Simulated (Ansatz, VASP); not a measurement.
# GaAs: VASP beside Ansatz

POSCAR

```
GaAs
1.0
    0.0000000000      2.8330850957      2.8330850957
    2.8330850957      0.0000000000      2.8330850957
    2.8330850957      2.8330850957      0.0000000000
Ga As
1 1
Direct
    0.0000000000      0.0000000000      0.0000000000
    0.2500000000      0.2500000000      0.2500000000
```

File INCAR.step1:

```
PREC     = Accurate       # precision mode
ENCUT    = 400            # plane-wave cutoff, eV
EDIFF    = 1E-5           # SCF threshold, eV
ISMEAR   = 0              # smearing method
SIGMA    = 0.01           # smearing width, eV
LREAL    = False          # projectors in reciprocal space
LASPH    = True           # aspherical terms in the spheres
NELM     = 120            # most SCF steps
ALGO     = Normal         # electronic algorithm
ISIF     = 2              # what is computed and relaxed
LWAVE    = True           # write WAVECAR
LCHARG   = False          # write CHGCAR
GGA      = PE             # functional
NBANDS   = 21             # bands
GGA_COMPAT= False
```

File INCAR.step2:

```
PREC     = Accurate       # precision mode
ENCUT    = 400            # plane-wave cutoff, eV
EDIFF    = 1E-6           # SCF threshold, eV
ISMEAR   = 0              # smearing method
SIGMA    = 0.01           # smearing width, eV
LREAL    = False          # projectors in reciprocal space
LASPH    = True           # aspherical terms in the spheres
NELM     = 120            # most SCF steps
ALGO     = Normal         # electronic algorithm
ISIF     = 2              # what is computed and relaxed
LWAVE    = False          # write WAVECAR
LCHARG   = False          # write CHGCAR
GGA      = PE             # functional
LHFCALC  = True           # exact exchange
AEXX     = 0.75           # exact-exchange fraction
PRECFOCK = Normal       
ISTART   = 1            
NBANDS   = 21             # bands
GGA_COMPAT= False
```

The input KPOINTS:

```
regular mesh
0
Gamma
  4 4 4
```

Input for Ansatz:

```yaml
crystal:
  lattice:
    - [0.0, 2.8330850957, 2.8330850957]
    - [2.8330850957, 0.0, 2.8330850957]
    - [2.8330850957, 2.8330850957, 0.0]
  atoms:
    - { symbol: Ga, position: [0.0, 0.0, 0.0] }
    - { symbol: As, position: [0.25, 0.25, 0.25] }
kpoints:
  mp_grid: { grid: [4, 4, 4] }
hamiltonian:
  xc: { exchange: pbe, correlation: pbe, exx: { coeff: 0.75 } }
scf:
  occupations: { method: fixed }
  n_extra_bands: 4
output:
  forces: true
  stress: true
  eigenvalues: true
```

Alike in both runs: task single point; functional PBE-based global hybrid with a share of 0.75 of exact exchange; k mesh 4 × 4 × 4; no spin polarisation.

|  | VASP | Ansatz |
| --- | --- | --- |
| version | VASP 6.6.1 | Ansatz 0.2.0 |
| potentials or method | VASP PAW PBE potentials, release 64 (Ga_d, As_d) | plane waves |
| plane-wave cutoff (eV) | 400 | 420 |
| occupations | gaussian, width 0.01 eV | fixed |
| valence electrons in the cell | 28 | 28 |

|  | VASP | Ansatz | Ansatz less VASP |
| --- | --- | --- | --- |
| gap on the k mesh at the Fermi level (eV) | 5.66 | 5.56 | -0.108 |

VASP's potentials were made for PBE, not for PBE-based global hybrid. Ansatz's warnings: stress exchange threshold loose, stress scf threshold loose.

The k mesh is coarse, so the values compare programs but aren't converged.
